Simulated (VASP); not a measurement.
# B2W (P6/mmm) in VASP: a series of runs, part 3 of 3

VASP 6.6.1. The steps go on from the part before.

## Step 5: Electric field gradients, LDA (volume scaled by 0.94)

File INCAR:

```
SYSTEM = B2W
PREC = Accurate ; ENCUT = 520
EDIFF = 1E-8 ; ISMEAR = -1
SIGMA = 0.05 ; LREAL = .False.
LASPH = .True. ; NELM = 100
ALGO = Normal ; ISIF = 2
LWAVE = .False. ; LCHARG = .False.
LEFG = .True. ; NBANDS = 17
```

File KPOINTS:

```
regular mesh
0
Gamma
  14 14 12
  0 0 0
```

File POSCAR:

```
B2W
1.0
    2.9583514398      0.0000000000      0.0000000000
   -1.4791757200      2.5620075002      0.0000000000
    0.0000000000      0.0000000000      2.9877376316
B W
2 1
Direct
    0.3333333333      0.6666666667      0.5000000000
    0.6666666667      0.3333333333      0.5000000000
    0.0000000000      0.0000000000      0.0000000000
```

Potentials or basis: VASP PAW LDA potentials, release 64 (B, W_sv).

Run with:

```console
$ cat potpaw_LDA.64/B/POTCAR potpaw_LDA.64/W_sv/POTCAR > POTCAR
$ mpirun -np 1 vasp_std > vasp.out
```

OUTCAR:

```text
SYSTEM = B2W
   PREC = Accurate
   ENCUT = 520
   EDIFF = 1E-8
   ISMEAR = -1
   LREAL = .False.
   LASPH = .True.
   NELM = 100
   ISIF = 2

 ion  position               nearest neighbor table
   1  0.333  0.667  0.500-   2 1.71   2 1.71   2 1.71   3 2.27   3 2.27   3 2.27   3 2.27   3 2.27
                             3 2.27
   2  0.667  0.333  0.500-   1 1.71   1 1.71   1 1.71   3 2.27   3 2.27   3 2.27   3 2.27   3 2.27
                             3 2.27
   3  0.000  0.000  0.000-   1 2.27   2 2.27   1 2.27   2 2.27   2 2.27   2 2.27   1 2.27   1 2.27
                             2 2.27   2 2.27   1 2.27   1 2.27

  LATTYP: Found a hexagonal cell.
 ALAT       =     2.9583514398
 C/A-ratio  =     1.0099332998

  Lattice vectors:

 A1 = (   2.9583514398,   0.0000000000,   0.0000000000)
 A2 = (  -1.4791757200,   2.5620075002,   0.0000000000)
 A3 = (   0.0000000000,   0.0000000000,   2.9877376316)

Analysis of symmetry for initial positions (statically):
=====================================================================
 Subroutine PRICEL returns:
 Original cell was already a primitive cell.

 Routine SETGRP: Setting up the symmetry group for a
 hexagonal supercell.

 Subroutine GETGRP returns: Found 24 space group operations
 (whereof 24 operations were pure point group operations)
 out of a pool of 24 trial point group operations.

The static configuration has the point symmetry D_6h.

Analysis of symmetry for dynamics (positions and initial velocities):
=====================================================================
 Subroutine PRICEL returns:
 Original cell was already a primitive cell.

 Routine SETGRP: Setting up the symmetry group for a
 hexagonal supercell.

 Subroutine GETGRP returns: Found 24 space group operations
 (whereof 24 operations were pure point group operations)
 out of a pool of 24 trial point group operations.

The dynamic configuration has the point symmetry D_6h.

 Subroutine INISYM returns: Found 24 space group operations
 (whereof 24 operations are pure point group operations),
 and found     1 'primitive' translations

----------------------------------------------------------------------------------------

                                     Primitive cell

  volume of cell :      22.6450

  direct lattice vectors                    reciprocal lattice vectors
     2.958351440  0.000000000  0.000000000     0.338026100  0.195159460  0.000000000
    -1.479175720  2.562007500  0.000000000     0.000000000  0.390318920  0.000000000
     0.000000000  0.000000000  2.987737632     0.000000000  0.000000000  0.334701411

  length of vectors
     2.958351440  2.958351440  2.987737632     0.390318920  0.390318920  0.334701411

  position of ions in fractional coordinates (direct lattice)
     0.333333333  0.666666667  0.500000000
     0.666666667  0.333333333  0.500000000
     0.000000000  0.000000000  0.000000000

  ion indices of the primitive-cell ions
   primitive index   ion index
                 1           1
                 2           2
                 3           3

[... 77 lines left out ...]
   ISIF   =      2    stress and relaxation
   ISYM   =      2    0-nonsym 1-usesym 2-fastsym
   POTIM  = 0.5000    time-step for ionic-motion
   TEBEG  =    0.0;   TEEND  =   0.0 temperature during run
   PSTRESS=    0.0 pullay stress
   NELECT =      20.0000    total number of electrons
   NUPDOWN=      -1.0000    fix difference up-down
   EMIN   =  10.00;   EMAX   =-10.00  energy-range for DOS
   EFERMI =   0.00;   METHOD = LEGACY
   ISMEAR =    -1;   SIGMA  =   0.05  broadening in eV -4-tet -1-fermi 0-gaus
   EFERMI_NEDOS =   21; number of points for ismear=-14 and -15
   IALGO  =     38    algorithm
   IMIX   =      4    mixing-type and parameters
     AMIX     =   0.40;   BMIX     =  1.00
     AMIX_MAG =   1.60;   BMIX_MAG =  1.00
  volume/ion in A,a.u.               =       7.55        50.94
  Fermi-wavevector in a.u.,A,eV,Ry     =   1.570703  2.968197 33.567023  2.467107
  Thomas-Fermi vector in A             =   2.672396
   LORBIT       =      0    0 simple, 1 ext, 2 COOP (PROOUT), +10 PAW based schemes
   GGA     = CA    functional components
   LHFCALC =     F    Hartree Fock is set to
   AEXX    =    0.0000 exact exchange contribution
   IVDW    =     0    specifies the selected vdW correction
   LEPSILON=     F    determine dielectric tensor
   LRPA    =     F    only Hartree local field effects (RPA)
 non-spin polarized calculation
  energy-cutoff  :      520.00
  volume of cell :       22.65
 maximum number of plane-waves:       636
 NGX is ok and might be reduce to    24
   NGX = 11   NGY = 11   NGZ = 11

 number of electron      20.0000003 magnetization

 Free energy of the ion-electron system (eV)
  ---------------------------------------------------
  ext. energy  EPLUGINS =         0.00000000
  ---------------------------------------------------
  free energy    TOTEN  =       -28.91070233 eV

  energy without entropy =      -28.90033686  energy(sigma->0) =      -28.90551960

 E-fermi :  14.6194     XC(G=0): -14.4849

 val. band max:       14.6167796648   @ k =   0.1429   0.0000   0.4167
 cond. band min:      14.6304464967   @ k =   0.2143   0.0000   0.0833
 fundamental gap:      0.0136668318
 Fermi energy:        14.6193633282

 k-point     1 :       0.0000    0.0000    0.0000
  band No.  band energies     occupation
      1     -60.0864      2.00000
      2     -24.7471      2.00000
      3     -24.4148      2.00000
      4     -24.4148      2.00000
      5      -2.5403      2.00000
      6       7.9232      2.00000
[... 457 lines left out ...]
      4     -24.6085      2.00000
      5       2.9569      2.00000
      6       3.6037      2.00000
[... 9 lines left out ...]
     16      25.8561      0.00000
     17      27.0136      0.00000

 [... further k-points ...]
[... 5 lines left out ...]
  --------------------------------------------------------------------------------------
  -------------------------------------------------------------------------------------
  Total        7.0681266      7.0681266      9.6234042     -0.0000000      0.0000000     -0.0000000
  in kB      500.0832227    500.0832227    680.8739069     -0.0000000      0.0000000     -0.0000000
  external PRESSURE =     560.3467841 kB  Pullay stress =       0.0000000 kB

 VOLUME and BASIS-vectors are now :
 -----------------------------------------------------------------------------
  energy-cutoff  :      520.00
  volume of cell :       22.65
      direct lattice vectors                 reciprocal lattice vectors
     2.958351440  0.000000000  0.000000000     0.338026100  0.195159460  0.000000000
    -1.479175720  2.562007500  0.000000000     0.000000000  0.390318920  0.000000000
     0.000000000  0.000000000  2.987737632     0.000000000  0.000000000  0.334701411

 POSITION                                       TOTAL-FORCE (eV/Angst)
 -----------------------------------------------------------------------------------
     -0.00000      1.70801      1.49387         0.000000      0.000000      0.000000
      1.47918      0.85400      1.49387        -0.000000      0.000000      0.000000
      0.00000      0.00000      0.00000         0.000000      0.000000      0.000000
 -----------------------------------------------------------------------------------
    total drift:                               -0.000000      0.000000      0.000000

  FREE ENERGIE OF THE ION-ELECTRON SYSTEM (eV)
  ---------------------------------------------------
  free  energy   TOTEN  =       -28.9107023342 eV

  energy  without entropy=      -28.9003368566  energy(sigma->0) =      -28.90551960

 Electric field gradients (V/A^2)
---------------------------------------------------------------------
 ion       V_xx      V_yy      V_zz      V_xy      V_xz      V_yz
---------------------------------------------------------------------
   1      -1.039    -1.039     2.078    -0.000     0.000    -0.000
   2      -1.039    -1.039     2.078    -0.000     0.000     0.000
   3      -7.247    -7.246    14.493     0.000     0.000     0.000
---------------------------------------------------------------------

 Electric field gradients after diagonalization (V/A^2)
 (convention: |V_zz| > |V_xx| > |V_yy|)
----------------------------------------------------------------------
 ion       V_xx      V_yy      V_zz     asymmetry (V_yy - V_xx)/ V_zz
----------------------------------------------------------------------
   1      -1.039    -1.039     2.078       0.000
   2      -1.039    -1.039     2.078       0.000
   3      -7.247    -7.246    14.493       0.000
----------------------------------------------------------------------

           NMR quadrupolar parameters

 Cq : quadrupolar parameter    Cq=e*Q*V_zz/h
 eta: asymmetry parameters     (V_yy - V_xx)/ V_zz
 Q  : nuclear electric quadrupole moment in mb (millibarn)
----------------------------------------------------------------------
 ion       Cq(MHz)       eta       Q (mb)
----------------------------------------------------------------------
   1       0.005       0.000       1.000
   2       0.005       0.000       1.000
   3       0.035       0.000       1.000
----------------------------------------------------------------------
```

It took 29 s on 1 thread of AMD EPYC 9R45 (Zen 5), shared host; peak memory 0.15 GiB.

Results:

* Free energy: -28.9107 eV
* Pressure: 56.0 GPa
* Band gap on the k mesh: zero (band 10 reaches 16.91 eV, above the bottom of band 11 at 11.69 eV)

Stress tensor (GPa, compression positive):
```
50.01  0.00  0.00
 0.00 50.01  0.00
 0.00  0.00 68.09
```

Levels at points of the mesh, in eV from the Fermi level:
```
           k point  band 6  band 7  band 8  band 9  band 10  band 11  band 12  band 13  band 14  band 15
(0.00, 0.00, 0.00)   -6.70   -6.70   -6.67   -3.84     0.44     0.44     3.57     3.57     3.61     3.61
(0.50, 0.00, 0.00)  -11.32   -6.86   -6.86   -5.75    -0.68     1.48     1.58     2.52     5.97     7.88
(0.00, 0.00, 0.50)  -11.93   -3.98   -3.98   -3.21    -3.21    -2.93    -2.93     0.87     3.25     8.71
(0.50, 0.00, 0.50)   -9.48   -8.67   -8.52   -5.09     2.28     2.34     3.57     5.78     5.85     6.71
```

Electric field gradients, principal values (V/Å²):
```tsv
atom	least	middle	greatest (by size)
1 B	-1.039	-1.039	2.078
2 B	-1.039	-1.039	2.078
3 W	-7.246	-7.247	14.493
```

Caveat: without QUAD_EFG the Cq values of the log hold for a quadrupole moment of 1 mb, not for the nuclei; spin-orbit coupling is left out, which moves the levels of the heavy elements.

## Step 6: Electric field gradients, LDA (volume scaled by 0.98)

File INCAR:

```
SYSTEM = B2W
  PREC = Accurate
  ENCUT = 520
  EDIFF = 1E-8
  ISMEAR = -1
  SIGMA = 0.05
  LREAL = .False.
  LASPH = .True.
  NELM = 60
  ALGO = Normal
  ISIF = 2
  LWAVE = .False.
  LCHARG = .False.
  LEFG = .True.
  NBANDS = 17
```

KPOINTS is that of step 5.

File POSCAR:

```
B2W
1.0
    2.9997323439      0.0000000000      0.0000000000
   -1.4998661720      2.5978444143      0.0000000000
    0.0000000000      0.0000000000      3.0295295846
B W
2 1
Direct
    0.3333333333      0.6666666667      0.5000000000
    0.6666666667      0.3333333333      0.5000000000
    0.0000000000      0.0000000000      0.0000000000
```

Potentials or basis: VASP PAW LDA potentials, release 64 (B, W_sv).

Run with:

```console
$ cat potpaw_LDA.64/B/POTCAR potpaw_LDA.64/W_sv/POTCAR > POTCAR
$ mpirun -np 1 vasp_std > vasp.out
```

OUTCAR:

```text
SYSTEM = B2W
   PREC = Accurate
   ENCUT = 520
   EDIFF = 1E-8
   ISMEAR = -1
   LREAL = .False.
   LASPH = .True.
   NELM = 60
   ISIF = 2

 ion  position               nearest neighbor table
   1  0.333  0.667  0.500-   2 1.73   2 1.73   2 1.73   3 2.30   3 2.30   3 2.30   3 2.30   3 2.30
                             3 2.30
   2  0.667  0.333  0.500-   1 1.73   1 1.73   1 1.73   3 2.30   3 2.30   3 2.30   3 2.30   3 2.30
                             3 2.30
   3  0.000  0.000  0.000-   1 2.30   2 2.30   1 2.30   2 2.30   1 2.30   1 2.30   2 2.30   2 2.30
                             2 2.30   2 2.30   1 2.30   1 2.30

  LATTYP: Found a hexagonal cell.
 ALAT       =     2.9997323439
 C/A-ratio  =     1.0099332998

  Lattice vectors:

 A1 = (   2.9997323439,   0.0000000000,   0.0000000000)
 A2 = (  -1.4998661720,   2.5978444143,   0.0000000000)
 A3 = (   0.0000000000,   0.0000000000,   3.0295295846)

Analysis of symmetry for initial positions (statically):
=====================================================================
 Subroutine PRICEL returns:
 Original cell was already a primitive cell.

 Routine SETGRP: Setting up the symmetry group for a
 hexagonal supercell.

 Subroutine GETGRP returns: Found 24 space group operations
 (whereof 24 operations were pure point group operations)
 out of a pool of 24 trial point group operations.

The static configuration has the point symmetry D_6h.

Analysis of symmetry for dynamics (positions and initial velocities):
=====================================================================
 Subroutine PRICEL returns:
 Original cell was already a primitive cell.

 Routine SETGRP: Setting up the symmetry group for a
 hexagonal supercell.
[... 165 lines left out ...]
      2     -25.3724      2.00000
      3     -25.0771      2.00000
      4     -25.0771      2.00000
      5      -2.8193      2.00000
      6       7.5496      2.00000
[... 457 lines left out ...]
      4     -25.2551      2.00000
      5       2.6183      2.00000
      6       3.1195      2.00000
[... 9 lines left out ...]
     16      24.6507      0.00000
     17      25.8435      0.00000

 [... further k-points ...]
[... 5 lines left out ...]
  --------------------------------------------------------------------------------------
  -------------------------------------------------------------------------------------
  Total        4.1449175      4.1449175      6.6844268     -0.0000000     -0.0000000     -0.0000000
  in kB      281.2908651    281.2908651    453.6322437     -0.0000000     -0.0000000     -0.0000000
  external PRESSURE =     338.7379913 kB  Pullay stress =       0.0000000 kB

 VOLUME and BASIS-vectors are now :
 -----------------------------------------------------------------------------
  energy-cutoff  :      520.00
  volume of cell :       23.61
      direct lattice vectors                 reciprocal lattice vectors
     2.999732344  0.000000000  0.000000000     0.333363076  0.192467261  0.000000000
    -1.499866172  2.597844414  0.000000000     0.000000000  0.384934523  0.000000000
     0.000000000  0.000000000  3.029529585     0.000000000  0.000000000  0.330084250

 POSITION                                       TOTAL-FORCE (eV/Angst)
 -----------------------------------------------------------------------------------
     -0.00000      1.73190      1.51476         0.000000      0.000000      0.000000
      1.49987      0.86595      1.51476        -0.000000      0.000000      0.000000
      0.00000      0.00000      0.00000         0.000000      0.000000      0.000000
 -----------------------------------------------------------------------------------
    total drift:                               -0.000000      0.000000     -0.000000

  FREE ENERGIE OF THE ION-ELECTRON SYSTEM (eV)
  ---------------------------------------------------
  free  energy   TOTEN  =       -29.1798479754 eV

  energy  without entropy=      -29.1688783461  energy(sigma->0) =      -29.17436316

 Electric field gradients (V/A^2)
---------------------------------------------------------------------
 ion       V_xx      V_yy      V_zz      V_xy      V_xz      V_yz
---------------------------------------------------------------------
   1      -1.030    -1.030     2.060    -0.000     0.000    -0.000
   2      -1.030    -1.030     2.060    -0.000     0.000     0.000
   3      -7.624    -7.624    15.248     0.000    -0.000    -0.000
---------------------------------------------------------------------

 Electric field gradients after diagonalization (V/A^2)
 (convention: |V_zz| > |V_xx| > |V_yy|)
----------------------------------------------------------------------
 ion       V_xx      V_yy      V_zz     asymmetry (V_yy - V_xx)/ V_zz
----------------------------------------------------------------------
   1      -1.030    -1.030     2.060       0.000
   2      -1.030    -1.030     2.060       0.000
   3      -7.624    -7.624    15.248       0.000
----------------------------------------------------------------------

           NMR quadrupolar parameters

 Cq : quadrupolar parameter    Cq=e*Q*V_zz/h
 eta: asymmetry parameters     (V_yy - V_xx)/ V_zz
 Q  : nuclear electric quadrupole moment in mb (millibarn)
----------------------------------------------------------------------
 ion       Cq(MHz)       eta       Q (mb)
----------------------------------------------------------------------
   1       0.005       0.000       1.000
   2       0.005       0.000       1.000
   3       0.037       0.000       1.000
----------------------------------------------------------------------
```

OSZICAR:

```text
N       E                     dE             d eps       ncg     rms          rms(c)
DAV:   1     0.117601617772E+03    0.11760E+03   -0.10304E+04  5736   0.129E+03
DAV:   2    -0.290522425543E+02   -0.14665E+03   -0.14283E+03  6588   0.346E+02
DAV:   3    -0.328457866481E+02   -0.37935E+01   -0.37349E+01  6812   0.516E+01
DAV:   4    -0.328685381075E+02   -0.22751E-01   -0.22726E-01  6857   0.396E+00
DAV:   5    -0.328686532504E+02   -0.11514E-03   -0.11514E-03  6964   0.292E-01    0.384E+01
DAV:   6    -0.292329114640E+02    0.36357E+01   -0.13556E+01  6487   0.270E+01    0.108E+01
DAV:   7    -0.292000387249E+02    0.32873E-01   -0.30117E-01  6118   0.457E+00    0.671E+00
DAV:   8    -0.291806727444E+02    0.19366E-01   -0.15403E-02  6988   0.140E+00    0.549E-01
DAV:   9    -0.291798692543E+02    0.80349E-03   -0.13592E-03  6522   0.388E-01    0.107E-01
DAV:  10    -0.291798474242E+02    0.21830E-04   -0.84294E-05  6797   0.749E-02    0.120E-02
DAV:  11    -0.291798477667E+02   -0.34250E-06   -0.22950E-06  6381   0.145E-02    0.593E-03
DAV:  12    -0.291798479865E+02   -0.21975E-06   -0.53644E-07  6815   0.558E-03    0.230E-03
DAV:  13    -0.291798479756E+02    0.10857E-07   -0.27669E-08  6254   0.113E-03    0.206E-04
DAV:  14    -0.291798479754E+02    0.17189E-09   -0.24419E-09  3122   0.412E-04
   1 F= -.29179848E+02 E0= -.29174363E+02  d E =-.109696E-01
```

stdout:

```text
POSCAR found type information on POSCAR B W
 POSCAR found :  2 types and       3 ions
 scaLAPACK will be used
 LDA part: xc-table for (Slater(with rela. corr.)+CA(PZ))
 , standard interpolation
 POSCAR, INCAR and KPOINTS ok, starting setup
 FFT: planning ... GRIDC
 FFT: planning ... GRID_SOFT
 FFT: planning ... GRID
 WAVECAR not read
 entering main loop
ion   1

ion   2

ion   3
```

Run time: 31 s. Hardware: 1 thread of AMD EPYC 9R45 (Zen 5), shared host; peak memory 0.15 GiB.

Results:

| Quantity | Value |
| --- | --- |
| Free energy | -29.1798 eV |
| Pressure | 33.9 GPa |
| Band gap on the k mesh | zero (band 10 reaches 16.09 eV, above the bottom of band 11 at 11.19 eV) |

Stress tensor (GPa, compression positive):
```
28.13  0.00  0.00
 0.00 28.13  0.00
 0.00  0.00 45.36
```

Electric field gradients, principal values (V/Å²):
```csv
atom,least,middle,greatest (by size)
1 B,-1.030,-1.030,2.060
2 B,-1.030,-1.030,2.060
3 W,-7.624,-7.624,15.248
```

Caveat: without QUAD_EFG the Cq values of the log hold for a quadrupole moment of 1 mb, not for the nuclei; spin-orbit coupling is left out, which moves the levels of the heavy elements.

## Step 7: Overview

| cell | gap on the mesh (eV) | pressure (GPa) |
| --- | --- | --- |
| a = 2.960, b = 2.960, c = 3.050 Å, angles 90.0, 90.0, 120.0°, 3 atoms | none | 44.2 |
| a = 2.958, b = 2.958, c = 2.988 Å, angles 90.0, 90.0, 120.0°, 3 atoms | none | 56.0 |
| a = 3.000, b = 3.000, c = 3.030 Å, angles 90.0, 90.0, 120.0°, 3 atoms | none | 33.9 |

Alike in all rows: task electric field gradients; level LDA; potentials or basis VASP PAW LDA potentials, release 64 (B, W_sv); no spin polarisation; k mesh 14 × 14 × 12; cutoff (eV) 520; smearing fermi-dirac 0.05 eV.

Caveats: spin-orbit coupling is left out, which moves the levels of the heavy elements.

Total energies depend on the potentials used, so only differences within one code and one set of settings carry meaning.
